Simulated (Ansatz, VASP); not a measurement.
Y2C: VASP beside Ansatz

```
Y C
1.0
     1.81242    1.04640    5.98800
    -1.81242    1.04640    5.98800
     0.00000   -2.09280    5.98800
Y C
2 1
Direct
  0.25793 0.25793 0.25793
  0.74207 0.74207 0.74207
  0.00000 0.00000 0.00000
```

Change from the starting cell: shortest bond scaled by 1, PAW files.

Alike in both runs: task electric field gradients; functional LDA; k mesh 10 × 10 × 10; occupations fermi-dirac, width 0.05 eV; no spin polarisation.

```csv
,VASP,Ansatz
version,VASP 6.6.1,Ansatz 0.2.0
potentials or method,"VASP PAW LDA potentials, release 64 (Y_sv, C)","PAW with Ansatz's default frozen-core files, scalar-relativistic"
plane-wave cutoff (eV),520,420
valence electrons in the cell,26,26
```

VASP gave:

```
pressure (GPa)                                                : -5.1
traceless stress, the component that is largest in VASP (GPa) : 1.48
rms of the force components (eV/Å)                            : 0.328
size of Vzz on the site where it differs most (V/Å²)          : 14.6
```

Estimate Ansatz's values.

pressure (GPa): -5.2; traceless stress, the component that is largest in VASP (GPa): 1.46; rms of the force components (eV/Å): 0.333; size of Vzz on the site where it differs most (V/Å²): 15.1.

LDA's correlation is that of Perdew and Zunger in VASP and of Perdew and Wang (1992) in Ansatz. Atom by atom the forces differ by 0.005 eV/Å (rms over components).
